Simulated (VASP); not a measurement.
Write the native input for VASP 6.6.1 that does the following.

| Quantity | Value |
| --- | --- |
| Task | single point |
| Functional | r2SCAN |
| Potentials or basis | VASP PAW PBE potentials, release 64 (Sm) |
| Cutoff | 800 eV |
| k mesh | 4 × 4 × 4 |
| Occupations | gaussian, width 0.05 eV |
| Spin | no spin polarisation |
| Dipole correction | no |
| Further INCAR settings | ALGO = Normal; EDIFF = 1e-06; NBANDS = 14 |

Crystal: Sm.

```xyz
1
Lattice="0.0000 2.5000 2.5000 2.5000 0.0000 2.5000 2.5000 2.5000 0.0000" Properties=species:S:1:pos:R:3 pbc="T T T"
Sm    0.0000    0.0000    0.0000
```

This isn't the form of Sm at room conditions, which is rhombohedral.

One way to write it, as run:

POSCAR

```
Sm
1.0
    0.0000000000      2.5000000000      2.5000000000
    2.5000000000      0.0000000000      2.5000000000
    2.5000000000      2.5000000000      0.0000000000
Sm
1
Direct
    0.0000000000      0.0000000000      0.0000000000
```

INCAR.step1

```
SYSTEM = Sm
PREC = Accurate
ENCUT = 800
ISMEAR = 0
SIGMA = 0.05
LREAL = .FALSE.
LASPH = .TRUE.
NELM = 200
NBANDS = 14
GGA = PE
ALGO = Normal
EDIFF = 1E-5
LWAVE = .TRUE.
LCHARG = .FALSE.
GGA_COMPAT = .FALSE.
LMAXMIX = 6
```

INCAR.step2

```
SYSTEM = Sm
PREC = Accurate
ENCUT = 800
EDIFF = 1E-6
ISMEAR = 0
SIGMA = 0.05
LREAL = .FALSE.
LASPH = .TRUE.
NELM = 200
ALGO = Normal
ISIF = 2
LWAVE = .FALSE.
LCHARG = .FALSE.
METAGGA = R2SCAN
LMIXTAU = .TRUE.
NBANDS = 14
ISTART = 1
GGA_COMPAT = .FALSE.
LMAXMIX = 6
```

KPOINTS

```
Automatic mesh
0
G
  4 4 4
  0 0 0
```

Potentials or basis: VASP PAW PBE potentials, release 64 (Sm).

Command:

```console
$ cat potpaw_PBE.64/Sm/POTCAR > POTCAR
$ cp INCAR.step1 INCAR
$ mpirun -np 1 vasp_std > vasp.out
$ cp INCAR.step2 INCAR
$ mpirun -np 1 vasp_std > vasp.out
```

It gave:

The pressure is -5.6 GPa and the band gap on the k mesh is zero (bands 8 and 9 overlap by 0.08 eV).

Caveat: the k points lie up to 0.54 Å⁻¹ apart; the PAW data sets were made with another functional, which shifts forces and pressure a little; spin-orbit coupling is left out, which moves the levels of the heavy elements; semilocal functionals describe open f shells poorly, which spoils levels, moments and volumes.

Wall time 63 s on 1 thread of Intel(R) Xeon(R) 6975P-C (Granite Rapids), on a shared host, peak memory 0.24 GiB.
